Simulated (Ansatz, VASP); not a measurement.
TlBr in VASP and in Ansatz

```
Tl Br
1.0
     3.94518    0.00000    0.00000
     0.00000    3.94518    0.00000
     0.00000    0.00000    3.94518
Tl Br
1 1
Direct
  0.00000 0.00000 0.00000
  0.50000 0.50000 0.50000
```

Alike in both runs: task single point; functional PBE0; k mesh 4 × 4 × 4; no spin polarisation.

|  | VASP | Ansatz |
| --- | --- | --- |
| version | VASP 6.6.1 | Ansatz 0.2.0 |
| potentials or method | VASP PAW PBE potentials, release 64 (Tl_d, Br) | plane waves, PAW |
| plane-wave cutoff (eV) | 400 | 420 |
| occupations | gaussian, width 0.01 eV | fixed |
| valence electrons in the cell | 20 | 20 |

Ansatz gave:

* gap on the k mesh at the Fermi level (eV): 3.09
* pressure (GPa): 1.7

Task: What did VASP give for the same quantities?

Result: gap on the k mesh at the Fermi level (eV): 3.14; pressure (GPa): 1.4.

Ansatz's warnings: stress exchange threshold loose, stress scf threshold loose.

Neither program's run includes spin-orbit coupling.
